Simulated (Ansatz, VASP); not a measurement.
# SnTe: VASP beside Ansatz

```
CELL_PARAMETERS angstrom
0.00000 3.14468 3.14468
3.14468 0.00000 3.14468
3.14468 3.14468 0.00000
ATOMIC_POSITIONS crystal
Sn 0.00000 0.00000 0.00000
Te 0.50000 0.50000 0.50000
```

Alike in both runs: functional PBEsol; k mesh 10 × 10 × 10; occupations gaussian, width 0.01 eV; no spin polarisation.

Ansatz relaxed the structure, and its values are those at the end. VASP's run is a single point on that final structure, the one shown.

```csv
,VASP,Ansatz
version,VASP 6.6.1,Ansatz 0.2.0
potentials or method,"VASP PAW PBE potentials, release 64 (Sn_d, Te), cutoff 500 eV","scalar-relativistic, plane waves, PAW"
valence electrons in the cell,20,30
```

|  | VASP | Ansatz | Ansatz less VASP |
| --- | --- | --- | --- |
| gap on the k mesh at the Fermi level (eV) | 0.16 | 0.16 | -0.001 |
| least direct gap on the mesh (eV) | 0.16 | 0.16 | -0.001 |
| pressure (GPa) | 0.0 | 0.0 | +0.02 |

VASP's potentials were made for PBE, not for PBEsol. With one functional, cell and mesh, what is left measures potentials, basis and numerics. VASP's potentials hold 20 valence electrons a cell and Ansatz's 30, so a difference there can come from the potentials and not from the codes.

Spin-orbit coupling is off throughout.
